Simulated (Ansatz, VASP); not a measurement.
Two plane-wave programs on Ag

```
CELL_PARAMETERS angstrom
0.00000 1.84186 1.84186
1.84186 0.00000 1.84186
1.84186 1.84186 0.00000
ATOMIC_POSITIONS crystal
Ag 0.00000 0.00000 0.00000
```

Change from the starting cell: volume scaled by 0.78, PAW files.

Alike in both runs: task single point; functional LDA; k mesh 18 × 18 × 18; occupations fermi-dirac, width 0.05 eV; no spin polarisation.

|  | VASP | Ansatz |
| --- | --- | --- |
| version | VASP 6.6.1 | Ansatz 0.2.0 |
| potentials or method | VASP PAW LDA potentials, release 64 (Ag) | PAW with Ansatz's default frozen-core files, scalar-relativistic |
| plane-wave cutoff (eV) | 520 | 420 |
| valence electrons in the cell | 11 | 19 |

|  | VASP | Ansatz | Ansatz less VASP |
| --- | --- | --- | --- |
| pressure (GPa) | 68.9 | 68.6 | -0.25 |

LDA's correlation is that of Perdew and Zunger in VASP and of Perdew and Wang (1992) in Ansatz. Both programs put the cell under a high pressure, so it lies far from rest at this level. VASP's potentials hold 11 valence electrons a cell and Ansatz's 19, so a difference there can come from the potentials and not from the codes.

Noted on VASP's run: the cell as given lies far from equilibrium.
